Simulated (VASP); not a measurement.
Set up this calculation in VASP 6.6.1, as the native input.

| Item | Value |
| --- | --- |
| Task | relaxation of cell and atoms |
| Functional | PBEsol |
| Potentials or basis | VASP PAW PBE potentials, release 64 (Nb_sv, Sc_sv) |
| Cutoff | 600 eV |
| k mesh | 10 × 10 × 5 |
| Occupations | fermi-dirac, width 0.05 eV |
| Spin | no spin polarisation |
| Target pressure | 5 GPa |
| Dipole correction | no |
| Further INCAR settings | ALGO = Normal; EDIFF = 1e-06; IBRION = 2; EDIFFG = -0.01; NSW = 60; ISIF = 3 |

The structure of ScNb lies in POSCAR:

```
ScNb
1.0
    3.0656443612      0.0000000000      0.0000000000
   -1.5328221806      2.6549258957      0.0000000000
    0.0000000000      0.0000000000      5.0721940000
Nb Sc
1 1
Direct
    0.3333333333      0.6666666667      0.5000000000
    0.0000000000      0.0000000000      0.0000000000
```

The input as run:

INCAR

```
ALGO     = Normal         # electronic algorithm
EDIFF    = 1E-6           # SCF threshold, eV
EDIFFG   = -0.01          # ionic threshold
ENCUT    = 600            # plane-wave cutoff, eV
GGA      = PS             # functional
IBRION   = 2              # ionic algorithm
ISIF     = 3              # what is computed and relaxed
ISMEAR   = -1             # smearing method
LASPH    = T              # aspherical terms in the spheres
LCHARG   = F              # write CHGCAR
LREAL    = F              # projectors in reciprocal space
LWAVE    = F              # write WAVECAR
NELM     = 80             # most SCF steps
NSW      = 60             # ionic steps
PREC     = Accurate       # precision mode
PSTRESS  = 50.0         
SIGMA    = 0.05           # smearing width, eV
```

KPOINTS

```
k-points
0
Gamma
  10 10 5
```

Potentials or basis: VASP PAW PBE potentials, release 64 (Nb_sv, Sc_sv).

The run is started by

```console
$ cat potpaw_PBE.64/Nb_sv/POTCAR potpaw_PBE.64/Sc_sv/POTCAR > POTCAR
$ mpirun -np 1 vasp_std > vasp.out
```

It gave:

```json
{
  "Relaxed volume": "18.98 Å³/atom",
  "Relaxed cell": "a = 2.982 Å, b = 2.982 Å, c = 4.929 Å, α = 90.00°, β = 90.00°, γ = 120.00°",
  "Space group after relaxing (to 0.1 Å)": "P-6m2 (No. 187)",
  "Energy change on relaxing (the run minimises the enthalpy)": "+2.2 meV/atom",
  "Ionic steps": "4",
  "Pressure after relaxing": "5.0 GPa",
  "Band gap on the k mesh": "zero (bands 12 and 13 overlap by 0.91 eV)"
}
```

Caveat: the cell is relaxed towards a set pressure, so the run minimises the enthalpy, not the energy; the PAW data sets were made with another functional, which shifts forces and pressure a little.

Wall time 2.3 min on 1 thread of Intel Xeon 8259CL (shared host), peak memory 0.2 GiB.
